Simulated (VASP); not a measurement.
LaHg, 2 atoms in the cell. The structure is cubic, space group Pm-3m (No. 221). The conventional cell has a = 3.887 Å, b = 3.887 Å, c = 3.887 Å, α = 90.00°, β = 90.00°, γ = 90.00°. Within 4.4 Å of La (site symmetry m-3m) lie 8 Hg at 3.37 Å and 6 La at 3.89 Å. Hg (site symmetry m-3m) has 8 La at 3.37 Å and 6 Hg at 3.89 Å within 4.4 Å. 

```yaml
Program: VASP 6.6.1
Task: single point
Functional: LDA
Potentials_or_basis: VASP PAW LDA potentials, release 64 (La, Hg)
Cutoff: 520 eV
k_mesh: 11 × 11 × 11
Occupations: fermi-dirac, width 0.08 eV
Spin: no spin polarisation
Dipole_correction: no
Further_INCAR_settings: ALGO = Normal; EDIFF = 1e-06; NBANDS = 18
```

Potentials or basis: VASP PAW LDA potentials, release 64 (La, Hg).

The run is started by

```sh
$ cat potpaw_LDA.64/La/POTCAR potpaw_LDA.64/Hg/POTCAR > POTCAR
$ mpirun -np 1 vasp_std > vasp.out
```

Hardware: 1 thread of AMD EPYC 7R13 (shared host).

Estimate the wall time of this run.

It took 88 s on 1 thread of AMD EPYC 7R13, on a shared host, peak memory 0.21 GiB. Counts: scf iterations 12, k points 56.
